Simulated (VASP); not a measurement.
# AlO5 (Pmmn) in VASP: single point with r2SCAN

Aim: the single point of AlO5 with r2SCAN.

Everything below comes from runs of VASP 6.6.1. Logs are shortened: lines on timing, memory, paths and dates and some standing lists are left out, and cuts for length are marked.

## (1) The cell of the first run

Symmetry: Pmmn, No. 59, orthorhombic system. Conventional cell: a = 3.052 Å, b = 3.682 Å, c = 18.091 Å, α = 90.00°, β = 90.00°, γ = 90.00°. Al (site symmetry mm2) has 6 O at 1.88 to 1.99 Å within 2.5 Å. O (site symmetry mm2) has 1 O at 1.22 Å within 1.6 Å. Within 1.6 Å of O (site symmetry mm2) lie 1 O at 1.22 Å. O (site symmetry mm2) has 1 O at 1.35 Å within 1.8 Å. O (site symmetry mm2) has 1 O at 1.35 Å within 1.8 Å. O (site symmetry mm2) has 4 Al at 1.88 to 1.99 Å and 5 O at 2.45 to 2.55 Å within 2.6 Å.

## (2) Single point, r2SCAN

Input file POSCAR:

```
AlO5
1.0
    3.0517545819      0.0000000000      0.0000000000
    0.0000000000      3.6820529553      0.0000000000
    0.0000000000      0.0000000000     18.0914137160
Al O
2 10
Direct
    0.5000000000      0.0000000000      0.9539177963
    0.0000000000      0.5000000000      0.0460822037
    1.0000000000      0.5000000000      0.3554529248
    1.0000000000      0.5000000000      0.4227745544
    0.5000000000      1.0000000000      0.6445470752
    0.5000000000      1.0000000000      0.5772254456
    0.0000000000      0.0000000000      0.8889830818
    1.0000000000      0.0000000000      0.8145539500
    0.5000000000      0.5000000000      0.9756920074
    0.5000000000      0.5000000000      0.1110169182
    0.5000000000      0.5000000000      0.1854460500
    0.0000000000      0.0000000000      0.0243079926
```

Input file INCAR.step1:

```
ALGO = Normal
EDIFF = 1E-4
ENCUT = 520
GGA = PE
ISMEAR = 0
KPAR = 4
LASPH = T
LCHARG = F
LREAL = F
LWAVE = T
NBANDS = 45
NELM = 100
PREC = Accurate
SIGMA = 0.01
```

Input file INCAR.step2:

```
ALGO = Normal
EDIFF = 1E-6
ENCUT = 520
ISIF = 2
ISMEAR = 0
ISTART = 1
KPAR = 4
LASPH = T
LCHARG = F
LMIXTAU = T
LREAL = F
LWAVE = F
METAGGA = R2SCAN
NBANDS = 45
NELM = 100
PREC = Accurate
SIGMA = 0.01
```

Input file KPOINTS:

```
k-points
0
Gamma
  12 10 2
```

Potentials or basis: VASP PAW PBE potentials, release 64 (Al, O).

Started as:

```sh
$ cat potpaw_PBE.64/Al/POTCAR potpaw_PBE.64/O/POTCAR > POTCAR
$ cp INCAR.step1 INCAR
$ mpirun -np 4 vasp_std > vasp.out
$ cp INCAR.step2 INCAR
$ mpirun -np 4 vasp_std > vasp.out
```

OUTCAR:

```text
EDIFF = 1E-6
   ENCUT = 520
   ISIF = 2
   ISMEAR = 0
   ISTART = 1
   LASPH = T
   LREAL = F
   METAGGA = R2SCAN
   NELM = 100
   PREC = Accurate

 ion  position               nearest neighbor table
   1  0.500  0.000  0.954-   9 1.88   9 1.88   7 1.93   7 1.93  12 1.99  12 1.99   2 2.92   2 2.92
                             2 2.92   2 2.92
   2  0.000  0.500  0.046-  12 1.88  12 1.88  10 1.93  10 1.93   9 1.99   9 1.99   1 2.92   1 2.92
                             1 2.92   1 2.92
   3  0.000  0.500  0.355-   4 1.22
   4  0.000  0.500  0.423-   3 1.22
   5  0.500  0.000  0.645-   6 1.22
   6  0.500  0.000  0.577-   5 1.22
   7  0.000  0.000  0.889-   8 1.35   1 1.93   1 1.93
   8  0.000  0.000  0.815-   7 1.35
   9  0.500  0.500  0.976-   1 1.88   1 1.88   2 1.99   2 1.99
  10  0.500  0.500  0.111-  11 1.35   2 1.93   2 1.93
  11  0.500  0.500  0.185-  10 1.35
  12  0.000  0.000  0.024-   2 1.88   2 1.88   1 1.99   1 1.99

  LATTYP: Found a simple orthorhombic cell.
 ALAT       =     3.0517545819
 B/A-ratio  =     1.2065363896
 C/A-ratio  =     5.9282007221

  Lattice vectors:

 A1 = (   3.0517545819,   0.0000000000,   0.0000000000)
 A2 = (   0.0000000000,   3.6820529553,   0.0000000000)
 A3 = (   0.0000000000,   0.0000000000,  18.0914137160)

Analysis of symmetry for initial positions (statically):
=====================================================================
 Subroutine PRICEL returns:
 Original cell was already a primitive cell.

 Routine SETGRP: Setting up the symmetry group for a
 simple orthorhombic supercell.

 Subroutine GETGRP returns: Found  8 space group operations
 (whereof  4 operations were pure point group operations)
 out of a pool of  8 trial point group operations.

The static configuration has the point symmetry C_2v.
 The point group associated with its full space group is D_2h.

Analysis of symmetry for dynamics (positions and initial velocities):
=====================================================================
 Subroutine PRICEL returns:
 Original cell was already a primitive cell.

 Routine SETGRP: Setting up the symmetry group for a
 simple orthorhombic supercell.

 Subroutine GETGRP returns: Found  8 space group operations
 (whereof  4 operations were pure point group operations)
 out of a pool of  8 trial point group operations.

The dynamic configuration has the point symmetry C_2v.
 The point group associated with its full space group is D_2h.

 Subroutine INISYM returns: Found  8 space group operations
 (whereof  4 operations are pure point group operations),
 and found     1 'primitive' translations

----------------------------------------------------------------------------------------

                                     Primitive cell

  volume of cell :     203.2882

  direct lattice vectors                    reciprocal lattice vectors
     3.051754582  0.000000000  0.000000000     0.327680347  0.000000000  0.000000000
     0.000000000  3.682052955  0.000000000     0.000000000  0.271587620  0.000000000
     0.000000000  0.000000000 18.091413716     0.000000000  0.000000000  0.055274840

  length of vectors
     3.051754582  3.682052955 18.091413716     0.327680347  0.271587620  0.055274840

  position of ions in fractional coordinates (direct lattice)
     0.500000000  0.000000000  0.953917796
     0.000000000  0.500000000  0.046082204
     0.000000000  0.500000000  0.355452925
     0.000000000  0.500000000  0.422774554
     0.500000000  0.000000000  0.644547075
     0.500000000  0.000000000  0.577225446
     0.000000000  0.000000000  0.888983082
     0.000000000  0.000000000  0.814553950
     0.500000000  0.500000000  0.975692007
     0.500000000  0.500000000  0.111016918
     0.500000000  0.500000000  0.185446050
     0.000000000  0.000000000  0.024307993

  ion indices of the primitive-cell ions
   primitive index   ion index
                 1           1
                 2           2
                 3           3
                 4           4
                 5           5
                 6           6
                 7           7
                 8           8
                 9           9
                10          10
                11          11
                12          12

----------------------------------------------------------------------------------------

 KPOINTS: k-points

Automatic generation of k-mesh.
 Grid dimensions read from file:
 generate k-points for:   12   10    2

 Generating k-lattice:

  Cartesian coordinates                     Fractional coordinates (reciprocal lattice)
     0.027306696  0.000000000  0.000000000     0.083333333  0.000000000  0.000000000
     0.000000000  0.027158762  0.000000000     0.000000000  0.100000000  0.000000000
     0.000000000  0.000000000  0.027637420     0.000000000  0.000000000  0.500000000

  Length of vectors
     0.027306696  0.027158762  0.027637420

  Shift w.r.t. Gamma in fractional coordinates (k-lattice)
     0.000000000  0.000000000  0.000000000

 Subroutine IBZKPT returns following result:
 ===========================================

 Found     84 irreducible k-points:

 Following reciprocal coordinates:
            Coordinates               Weight
  0.000000  0.000000  0.000000      1.000000
  0.083333  0.000000  0.000000      2.000000
  0.166667  0.000000  0.000000      2.000000
  0.250000  0.000000  0.000000      2.000000
  0.333333  0.000000  0.000000      2.000000
  0.416667  0.000000  0.000000      2.000000
[... 16 lines left out ...]
  0.083333  0.300000  0.000000      4.000000
  0.166667  0.300000  0.000000      4.000000
 [... further k-points ...]
   k-points           NKPTS =     84   k-points in BZ     NKDIM =     84   number of bands    NBANDS=     45
   number of dos      NEDOS =    301   number of ions     NIONS =     12
   total plane-waves  NPLWV =  94080
   dimension x,y,z NGX =    24 NGY =   28 NGZ =  140
   dimension x,y,z NGXF=    48 NGYF=   56 NGZF=  280
   ions per type =               2  10
   NGX,Y,Z   is equivalent  to a cutoff of  13.07, 12.64, 12.86 a.u.
   NGXF,Y,Z  is equivalent  to a cutoff of  26.15, 25.28, 25.73 a.u.
 SYSTEM =  unknown system
   PREC   = accura    normal or accurate (medium, high low for compatibility)
   ISTART =      1    job   : 0-new  1-cont  2-samecut
   ICHARG =      0    charge: 1-file 2-atom 10-const
   ISPIN  =      1    spin polarized calculation?
   LNONCOLLINEAR =      F non collinear calculations
   LSORBIT =      F    spin-orbit coupling
   LASPH  =      T    aspherical Exc in radial PAW
   ENCUT  =  520.0 eV  38.22 Ry    6.18 a.u.   5.67  6.85 33.64*2*pi/ulx,y,z
   NELM   =    100;   NELMIN=  2; NELMDL=  0     # of ELM steps
   EDIFF  = 0.1E-05   stopping-criterion for ELM
   LREAL  =      F    real-space projection
   EDIFFG = 0.1E-04   stopping-criterion for IOM
   NSW    =      0    number of steps for IOM
   IBRION =     -1    ionic relax: 0-MD 1-quasi-New 2-CG
   NFREE  =      0    steps in history (QN), initial steepest desc. (CG)
   ISIF   =      2    stress and relaxation
   ISYM   =      2    0-nonsym 1-usesym 2-fastsym
   POTIM  = 0.5000    time-step for ionic-motion
   TEBEG  =    0.0;   TEEND  =   0.0 temperature during run
   PSTRESS=    0.0 pullay stress
   NELECT =      66.0000    total number of electrons
   NUPDOWN=      -1.0000    fix difference up-down
   EMIN   =  10.00;   EMAX   =-10.00  energy-range for DOS
   EFERMI =   0.00;   METHOD = LEGACY
   ISMEAR =     0;   SIGMA  =   0.01  broadening in eV -4-tet -1-fermi 0-gaus
   EFERMI_NEDOS =   21; number of points for ismear=-14 and -15
   IALGO  =     38    algorithm
   IMIX   =      4    mixing-type and parameters
     AMIX     =   0.40;   BMIX     =  1.00
     AMIX_MAG =   1.60;   BMIX_MAG =  1.00
  volume/ion in A,a.u.               =      16.94       114.32
  Fermi-wavevector in a.u.,A,eV,Ry     =   1.125172  2.126266 17.225127  1.266011
  Thomas-Fermi vector in A             =   2.261847
   LORBIT       =      0    0 simple, 1 ext, 2 COOP (PROOUT), +10 PAW based schemes
   METAGGA = R2SCAN    functional components
   LHFCALC =     F    Hartree Fock is set to
   AEXX    =    0.0000 exact exchange contribution
   IVDW    =     0    specifies the selected vdW correction
   LEPSILON=     F    determine dielectric tensor
   LRPA    =     F    only Hartree local field effects (RPA)
 non-spin polarized calculation
 Gauss-broadening in eV      SIGMA  =   0.01
  energy-cutoff  :      520.00
  volume of cell :      203.29
 maximum number of plane-waves:      5518
 NGX is ok and might be reduce to    24
   NGX = 11   NGY = 13   NGZ = 67

 number of electron      66.0000006 magnetization

 Free energy of the ion-electron system (eV)
  ---------------------------------------------------
  ext. energy  EPLUGINS =         0.00000000
  ---------------------------------------------------
  free energy    TOTEN  =       -82.64062621 eV

  energy without entropy =      -82.63864336  energy(sigma->0) =      -82.63963479

 E-fermi :  -1.1384     XC(G=0):  -7.6419

 val. band max:       -1.1388756034   @ k =   0.0833   0.2000   0.0000
 cond. band min:      -1.1348812186   @ k =   0.3333   0.3000   0.0000
 fundamental gap:      0.0039943848
 Fermi energy:        -1.1384135764

 k-point     1 :       0.0000    0.0000    0.0000
  band No.  band energies     occupation
      1     -29.0975      2.00000
      2     -29.0930      2.00000
      3     -25.8110      2.00000
      4     -25.7691      2.00000
      5     -22.6215      2.00000
      6     -20.1468      2.00000
[... 37 lines left out ...]
     44       7.1219      0.00000
     45       7.8612      0.00000
[... 1063 lines left out ...]
      5     -21.9951      2.00000
      6     -20.6927      2.00000
[... 37 lines left out ...]
     44       8.1688      0.00000
     45       8.3217      0.00000

 [... further k-points ...]

------------------------ aborting loop because EDIFF is reached ----------------------------------------

  FORCE on cell =-STRESS in cart. coord.  units (eV):
  Direction    XX          YY          ZZ          XY          YZ          ZX
  --------------------------------------------------------------------------------------
  -------------------------------------------------------------------------------------
  Total       -8.2590865     -4.6312171     -1.3118112      0.0000000      0.0000000      0.0000000
  in kB      -65.0924259    -36.5000607    -10.3387913      0.0000000      0.0000000      0.0000000
  external PRESSURE =     -37.3104260 kB  Pullay stress =       0.0000000 kB

 VOLUME and BASIS-vectors are now :
 -----------------------------------------------------------------------------
  energy-cutoff  :      520.00
  volume of cell :      203.29
      direct lattice vectors                 reciprocal lattice vectors
     3.051754582  0.000000000  0.000000000     0.327680347  0.000000000  0.000000000
     0.000000000  3.682052955  0.000000000     0.000000000  0.271587620  0.000000000
     0.000000000  0.000000000 18.091413716     0.000000000  0.000000000  0.055274840

 POSITION                                       TOTAL-FORCE (eV/Angst)
 -----------------------------------------------------------------------------------
      1.52588      0.00000     17.25772         0.000000      0.000000      0.290129
      0.00000      1.84103      0.83369         0.000000      0.000000     -0.290129
      0.00000      1.84103      6.43065         0.000000      0.000000     -0.252123
      0.00000      1.84103      7.64859         0.000000      0.000000      0.269383
      1.52588      0.00000     11.66077         0.000000      0.000000      0.252123
      1.52588      0.00000     10.44282         0.000000      0.000000     -0.269383
      0.00000      0.00000     16.08296         0.000000      0.000000      0.310431
      0.00000      0.00000     14.73643         0.000000      0.000000     -0.191034
      1.52588      1.84103     17.65165         0.000000      0.000000      0.213487
      1.52588      1.84103      2.00845         0.000000      0.000000     -0.310431
      1.52588      1.84103      3.35498         0.000000      0.000000      0.191034
      0.00000      0.00000      0.43977         0.000000      0.000000     -0.213487
 -----------------------------------------------------------------------------------
    total drift:                                0.000000      0.000000      0.000000

  FREE ENERGIE OF THE ION-ELECTRON SYSTEM (eV)
  ---------------------------------------------------
  free  energy   TOTEN  =       -82.6406262102 eV

  energy  without entropy=      -82.6386433650  energy(sigma->0) =      -82.63963479
```

Run time: 14 min. Hardware: 4 MPI ranks of Intel Xeon Platinum 8488C (Sapphire Rapids), shared host; peak memory 0.69 GiB.

What came out:

```
Free energy            : -82.6406 eV
Pressure               : -3.7 GPa
Largest force          : 0.310 eV/Å
Band gap on the k mesh : zero (bands 33 and 34 overlap by 0.25 eV)
```

Forces on the atoms (eV/Å):
```
Al   0.000  0.000  0.290
Al   0.000  0.000 -0.290
O    0.000  0.000 -0.252
O    0.000  0.000  0.269
O    0.000  0.000  0.252
O    0.000  0.000 -0.269
O    0.000  0.000  0.310
O    0.000  0.000 -0.191
O    0.000  0.000  0.213
O    0.000  0.000 -0.310
O    0.000  0.000  0.191
O    0.000  0.000 -0.213
```

Caveat: the standard files for N, O and F lose accuracy on very short bonds; the cell stands under tension; the PAW data sets were made with another functional, which shifts forces and pressure a little.
